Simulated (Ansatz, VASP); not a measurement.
# CdS: VASP beside Ansatz

```
Cd S
1.0
     0.00000    2.91650    2.91650
     2.91650    0.00000    2.91650
     2.91650    2.91650    0.00000
Cd S
1 1
Direct
  0.00000 0.00000 0.00000
  0.25000 0.25000 0.25000
```

Alike in both runs: task single point; functional PBE; dispersion D3(BJ); k mesh 6 × 6 × 6; no spin polarisation.

|  | VASP | Ansatz |
| --- | --- | --- |
| version | VASP 6.6.1 | Ansatz 0.2.0 |
| potentials or method | VASP PAW PBE potentials, release 64 (Cd, S), cutoff 520 eV | plane waves, PAW |
| occupations | methfessel-paxton of order 1, width 0.1 eV | cold |
| valence electrons in the cell | 18 | 26 |

```tsv
	VASP	Ansatz	Ansatz less VASP
pressure (GPa)	1.0	0.6	-0.36
```

VASP's potentials hold 18 valence electrons a cell and Ansatz's 26, so a difference there can come from the potentials and not from the codes.
